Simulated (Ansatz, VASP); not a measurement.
**One calculation of Pd, two programs**

```xyz
1
Lattice="-1.5369 1.5369 1.5369 1.5369 -1.5369 1.5369 1.5369 1.5369 -1.5369" Properties=species:S:1:pos:R:3 pbc="T T T"
Pd    0.0000    0.0000    0.0000
```

Alike in both runs: task single point; functional revPBE; k mesh 16 × 16 × 16; occupations fermi-dirac, width 0.05 eV; collinear spin.

|  | VASP | Ansatz |
| --- | --- | --- |
| version | VASP 6.6.1 | Ansatz 0.2.0 |
| potentials or method | VASP PAW PBE potentials, release 64 (Pd), cutoff 520 eV | plane waves (420 eV) with PAW, scalar-relativistic |
| valence electrons in the cell | 10 | 18 |

Ansatz gave:

- pressure (GPa): 15.6
- net moment per atom (μB): 0.00

Task: Estimate VASP's values.

Result: Pressure (GPa): 15.3; net moment per atom (μB): 0.00.

VASP's potentials were made for PBE, not for revPBE. VASP's potentials hold 10 valence electrons a cell and Ansatz's 18, so a difference there can come from the potentials and not from the codes. Ansatz's warnings: seeded moment not kept.
